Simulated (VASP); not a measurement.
Input of a VASP 6.6.1 run:

Contents of INCAR:

```
SYSTEM = TiB2
PREC = Accurate ; ENCUT = 520
EDIFF = 1E-6 ; ISMEAR = -1
SIGMA = 0.1 ; LREAL = .False.
LASPH = .True. ; NELM = 60
ALGO = Normal ; ISIF = 2
LWAVE = .False. ; LCHARG = .False.
NBANDS = 16
```

The input KPOINTS:

```
Automatic mesh
0
Gamma
  11 11 9
  0 0 0
```

File POSCAR:

```
TiB2
1.0
    2.5929954203      0.0000000000      0.0000000000
   -1.2964977101      2.2455999059      0.0000000000
    0.0000000000      0.0000000000      2.6117705725
Ti B
1 2
Direct
    0.0000000000      0.0000000000      0.0000000000
    0.3333333333      0.6666666667      0.5000000000
    0.6666666667      0.3333333333      0.5000000000
```

Potentials or basis: VASP PAW LDA potentials, release 64 (Ti_sv, B).

The run is started by

```console
$ cat potpaw_LDA.64/Ti_sv/POTCAR potpaw_LDA.64/B/POTCAR > POTCAR
$ mpirun -np 1 vasp_std > vasp.out
```

Q: Estimate the pressure.

A: 330.2 GPa.

Q: Estimate the band gap on the k mesh.

A: Zero (band 9 reaches 17.86 eV, above the bottom of band 10 at 15.89 eV).

Stress tensor (GPa, compression positive):
```
330.54   0.00   0.00
  0.00 330.54   0.00
  0.00   0.00 329.53
```
